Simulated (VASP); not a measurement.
A run of VASP 6.6.1 is set up as follows.

The input INCAR:

```
SYSTEM = PrPb5
  PREC = Accurate
  ENCUT = 500
  EDIFF = 1E-6
  ISMEAR = 0
  SIGMA = 0.2
  LREAL = .FALSE.
  LASPH = .TRUE.
  NELM = 200
  ALGO = Normal
  ISIF = 2
  LWAVE = .FALSE.
  LCHARG = .TRUE.
  GGA = PE
  LELF = .TRUE.
  LVHAR = .TRUE.
  NBANDS = 50
  GGA_COMPAT = .FALSE.
  LMAXMIX = 6
```

The input KPOINTS:

```
Automatic mesh
0
G
  4 4 2
  0 0 0
```

POSCAR

```
PrPb5
1.0
    5.5941752682     -0.0000000035      0.0000000000
   -2.7970876311      4.8446978973      0.0000000000
    0.0000000000      0.0000000000      6.9685414817
Pr Pb
1 5
Direct
    0.0000000000      0.0000000000      0.5000000000
    0.3333333333      0.6666666667      0.7552801901
    0.6666666667      0.3333333333      0.7552801901
    0.6666666667      0.3333333333      0.2447198099
    0.3333333333      0.6666666667      0.2447198099
    0.0000000000      0.0000000000      0.0000000000
```

Potentials or basis: VASP PAW PBE potentials, release 64 (Pr_3, Pb_d), 4f in core.

The run is started by

```bash
$ cat potpaw_PBE.64/Pr_3/POTCAR potpaw_PBE.64/Pb_d/POTCAR > POTCAR
$ mpirun -np 1 vasp_std > vasp.out
```

**Question.** Predict the largest force.

**Answer.** 0.021 eV/Å.

**Question.** Estimate the pressure.

**Answer.** 0.1 GPa.

**Question.** Estimate the band gap on the k mesh.

**Answer.** Zero (an odd number of electrons rules out a gap without spin polarisation).

Stress tensor (GPa, compression positive):
```
 0.24  0.00  0.00
 0.00  0.24  0.00
 0.00  0.00 -0.22
```

Caveat: the k points lie up to 0.45 Å⁻¹ apart, too coarse for converged energies and pressures of a metal; spin-orbit coupling is left out, which moves the levels of the heavy elements; the 4f electrons are frozen in the core, so they carry no moment and show no levels. Spin polarisation is off, so any magnetic state and its effect on volume and gap are missing.
